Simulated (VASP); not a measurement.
A run of VASP 6.6.1:

Contents of INCAR:

```
SYSTEM = ZnSe
PREC     = Accurate       ! precision mode
ENCUT    = 520            ! plane-wave cutoff, eV
EDIFF    = 1E-6           ! SCF threshold, eV
ISMEAR   = 0              ! smearing method
SIGMA    = 0.05           ! smearing width, eV
LREAL    = .FALSE.        ! projectors in reciprocal space
LASPH    = .TRUE.         ! aspherical terms in the spheres
NELM     = 100            ! most SCF steps
ALGO     = Normal         ! electronic algorithm
ISIF     = 2              ! what is computed and relaxed
LWAVE    = .FALSE.        ! write WAVECAR
LCHARG   = .FALSE.        ! write CHGCAR
NBANDS   = 26             ! bands
```

File KPOINTS:

```
Automatic mesh
0
G
  8 8 6
  0 0 0
```

File POSCAR:

```
ZnSe
1.0
    4.1030397429      0.0000000000      0.0000000000
    0.0000000000      4.1030397429      0.0000000000
    0.0000000000      0.0000000000      5.4151678808
Zn Se
2 2
Direct
    0.0000000000      0.0000000000      0.0000000000
    0.5000000000      0.5000000000      0.0000000000
    0.0000000000      0.5000000000      0.2419974579
    0.5000000000      0.0000000000      0.7580025421
```

Potentials or basis: VASP PAW LDA potentials, release 64 (Zn, Se).

Run with:

```sh
$ cat potpaw_LDA.64/Zn/POTCAR potpaw_LDA.64/Se/POTCAR > POTCAR
$ mpirun -np 1 vasp_std > vasp.out
```

Hardware: 1 thread of Intel Xeon 8259CL, with other jobs on the host.

Problem. Estimate the wall time of this run.

Solution. Wall time 2.3 min on 1 thread of Intel Xeon 8259CL (shared host), peak memory 0.25 GiB. Counts: scf iterations 13, k points 60.
